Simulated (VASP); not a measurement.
Runs of VASP 6.6.1 on TaN. The structure is that of space group P-62m (No. 189), or close to it. The cells are those of the table. 

```tsv
cell	gap on the mesh (eV)	pressure (GPa)	largest force (eV/Å)
a = 5.024, b = 5.024, c = 2.853 Å, angles 90.0, 90.0, 120.0°, 6 atoms	none	31.1	0.50
a = 5.024, b = 5.024, c = 2.896 Å, angles 90.0, 90.0, 120.0°, 6 atoms	none	(a)	0.55
a = 5.024, b = 5.024, c = 2.809 Å, angles 90.0, 90.0, 120.0°, 6 atoms	none	(c)	0.43
a = 5.024, b = 5.024, c = 2.939 Å, angles 90.0, 90.0, 120.0°, 6 atoms	none	(b)	0.58
```

Alike in all rows: task single point; level PBEsol; potentials or basis VASP PAW PBE potentials, release 64 (Ta_pv, N); no spin polarisation; k mesh 12 × 12 × 16; cutoff (eV) 520; smearing gaussian 0.15 eV.

Problem. Estimate the missing entries.

Solution. (a) 24.3; (b) 18.0; (c) 38.7.

Caveats: the PAW data sets were made with another functional, which shifts forces and pressure a little; spin-orbit coupling is left out, which moves the levels of the heavy elements.

A k mesh can miss the band edges, and the runs leave out spin-orbit coupling on Ta.

A gap of «none» marks levels without a gap at the run's occupations.
